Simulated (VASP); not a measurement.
The system is Y.

```
Y
1.0
     3.64740    0.00000    0.00000
    -1.82370    3.15874    0.00000
     0.00000    0.00000    5.73060
Y
2
Cartesian
  1.8237 1.0529 4.2980
  0.0000 2.1058 1.4326
```

Program: VASP 6.6.1. Alike in all runs: task single point; no spin polarisation; cell as given; k mesh 8 × 8 × 5; cutoff (eV) 520; smearing fermi-dirac 0.05 eV.

**Question.** Order these runs on this cell by their pressure, lowest first.
A. level PBE; potentials or basis VASP PAW PBE potentials, release 64 (Y_sv)
B. level PBEsol; potentials or basis VASP PAW PBE potentials, release 64 (Y_sv)
C. level LDA; potentials or basis VASP PAW LDA potentials, release 64 (Y_sv)

**Answer.** C (-3.9 GPa), B (-2.1 GPa), A (-0.2 GPa).

Caveats: the PAW data sets were made with another functional, which shifts forces and pressure a little (some runs).
